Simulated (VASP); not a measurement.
A run of VASP 6.6.1 is set up as follows.

File INCAR:

```
SYSTEM = VSi
ALGO = Normal
EDIFF = 1E-6
ENCUT = 500
GGA = PE
GGA_COMPAT = .False.
ISIF = 2
ISMEAR = -1
ISPIN = 2
LASPH = .True.
LCHARG = .False.
LMAXMIX = 4
LORBIT = 11
LREAL = .False.
LWAVE = .False.
MAGMOM = 1.5 0
NBANDS = 20
NELM = 200
PREC = Accurate
SIGMA = 0.05
```

File KPOINTS:

```
k-points
0
Gamma
  11 11 11
  0 0 0
```

Contents of POSCAR:

```
VSi
1.0
    0.0000000000      2.8187879450      2.8187879450
    2.8187879450      0.0000000000      2.8187879450
    2.8187879450      2.8187879450      0.0000000000
V Si
1 1
Direct
    0.0000000000      0.0000000000      0.0000000000
    0.2500000000      0.2500000000      0.2500000000
```

Potentials or basis: VASP PAW PBE potentials, release 64 (V_sv, Si).

The run is started by

```console
$ cat potpaw_PBE.64/V_sv/POTCAR potpaw_PBE.64/Si/POTCAR > POTCAR
$ mpirun -np 1 vasp_std > vasp.out
```

Question: Predict the site moments.

Answer: V +0.85; Si -0.08 μB.

Question: Predict the net moment.

Answer: 0.85 μB per cell.

Caveat: the cell stands under tension.
